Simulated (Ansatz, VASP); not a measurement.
**One calculation of Ag, two programs**

```xyz
4
Lattice="2.9219 0.0000 0.0000 -1.4609 2.5304 0.0000 0.0000 0.0000 9.6550" Properties=species:S:1:pos:R:3 pbc="T T T"
Ag    0.0000    1.6870    2.4138
Ag    1.4609    0.8435    7.2413
Ag    0.0000    0.0000    0.0000
Ag    0.0000    0.0000    4.8275
```

Alike in both runs: task single point; functional PBE; k mesh 16 × 16 × 5; occupations fermi-dirac, width 0.1 eV; no spin polarisation.

```csv
,VASP,Ansatz
version,VASP 6.6.1,Ansatz 0.2.0
potentials or method,"VASP PAW PBE potentials, release 64 (Ag), cutoff 520 eV","plane waves (420 eV) with PAW, scalar-relativistic"
valence electrons in the cell,44,76
```

```tsv
	VASP	Ansatz	Ansatz less VASP
pressure (GPa)	0.0	0.1	+0.12
traceless stress, the component that is largest in VASP (GPa)	-0.71	-0.72	-0.001
```

VASP's potentials hold 44 valence electrons a cell and Ansatz's 76, so a difference there can come from the potentials and not from the codes.
